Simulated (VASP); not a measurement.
Set up this calculation in VASP 6.6.1, as the native input.

```yaml
Task: single point
Functional: LDA
Potentials_or_basis: VASP PAW LDA potentials, release 64 (Ta_pv, N)
Cutoff: 520 eV
k_mesh: 4 × 4 × 7
Occupations: gaussian, width 0.05 eV
Spin: collinear spin
Starting_moments: "[2.0, 2.0, 2.0, 0.0, 0.0, 0.0] μB"
Hubbard_terms: Ta d U = 4.0 eV
Dipole_correction: no
Further_INCAR_settings: ALGO = Normal; EDIFF = 1e-06; NBANDS = 37
```

The structure of TaN lies in POSCAR:

```
TaN
1.0
    5.1850002000      0.0000000000      0.0000000000
   -2.5925001000      4.4903418900      0.0000000000
    0.0000000000      0.0000000000      2.9080005300
Ta N
3 3
Direct
    0.0000000000      0.0000000000      0.0000000000
    0.3333333333      0.6666666667      0.5000000000
    0.6666666667      0.3333333333      0.5000000000
    0.5000000000      0.0000000000      0.0000000000
    0.5000000000      0.5000000000      0.0000000000
    0.0000000000      0.5000000000      0.0000000000
```

One way to write it, as run:

INCAR

```
  PREC = Accurate
  ENCUT = 520
  EDIFF = 1E-6
  ISMEAR = 0
  SIGMA = 0.05
  LREAL = False
  LASPH = True
  NELM = 150
  ALGO = Normal
  ISIF = 2
  LWAVE = False
  LCHARG = True
  ISPIN = 2
  MAGMOM = 2 2 2 0 0 0
  LORBIT = 11
  LMAXMIX = 4
  LDAU = True
  LDAUTYPE = 2
  LDAUL = 2 -1
  LDAUU = 4 0
  LDAUJ = 0 0
  LDAUPRINT = 1
  LELF = True
  LVHAR = True
  NBANDS = 37
```

KPOINTS

```
Automatic mesh
0
Gamma
  4 4 7
```

Potentials or basis: VASP PAW LDA potentials, release 64 (Ta_pv, N).

Command:

```bash
$ cat potpaw_LDA.64/Ta_pv/POTCAR potpaw_LDA.64/N/POTCAR > POTCAR
$ mpirun -np 1 vasp_std > vasp.out
```

It gave:

| Quantity | Value |
| --- | --- |
| Pressure | 9.0 GPa |
| Band gap on the k mesh | zero (filled and empty bands overlap) |
| Net moment | 0.00 μB per cell |
| Valence electrons inside the program's atomic spheres | Ta 8.55, 8.97 (each value once); N 3.80 |

Caveat: the cell stands under pressure; spin-orbit coupling is left out, which moves the levels of the heavy elements.

Wall time 43 s on 1 thread of Intel(R) Xeon(R) Platinum 8488C (Sapphire Rapids), with other jobs on the host, peak memory 0.21 GiB.
